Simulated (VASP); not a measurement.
Wanted: the native input for a VASP 6.6.1 run.

```yaml
Task: single point
Functional: PBE
Potentials_or_basis: VASP PAW PBE potentials, release 64 (K_sv, Sr_sv)
Cutoff: 520 eV
k_mesh: 3 × 3 × 3
Occupations: gaussian, width 0.1 eV
Spin: no spin polarisation
Dipole_correction: no
Further_INCAR_settings: ALGO = Normal; EDIFF = 1e-06; NBANDS = 26
```

The structure of K3Sr lies in POSCAR:

```
K3Sr
1.0
    5.8295050000      0.3047800000      0.5587150000
   -0.3875800000      5.6302230000     -0.7119760000
    0.2537850000      1.2615270000      4.3640640000
K Sr
3 1
Direct
    0.8283105493      0.7461993376      0.0711564934
    0.3220566545      0.9372256615      0.5565184869
    0.3267410722      0.4782829642      0.1386693352
    0.8106477350      0.2428083484      0.5553584153
```

These files were run (other wordings do the same):

INCAR

```
PREC = Accurate ; ENCUT = 520
EDIFF = 1E-6 ; ISMEAR = 0
SIGMA = 0.1 ; LREAL = False
LASPH = True ; NELM = 80
ALGO = Normal ; ISIF = 2
LWAVE = False ; LCHARG = True
GGA = PE ; LELF = True
LVHAR = True ; NBANDS = 26
```

KPOINTS

```
regular mesh
0
Gamma
  3 3 3
```

Potentials or basis: VASP PAW PBE potentials, release 64 (K_sv, Sr_sv).

Run with:

```sh
$ cat potpaw_PBE.64/K_sv/POTCAR potpaw_PBE.64/Sr_sv/POTCAR > POTCAR
$ mpirun -np 1 vasp_std > vasp.out
```

It gave:

The pressure is 8.7 GPa and the largest force is 0.612 eV/Å.

Caveat: the k points lie up to 0.47 Å⁻¹ apart.

It took 41 s on 1 thread of Intel(R) Xeon(R) Platinum 8488C (Sapphire Rapids) (shared host), peak memory 0.27 GiB.
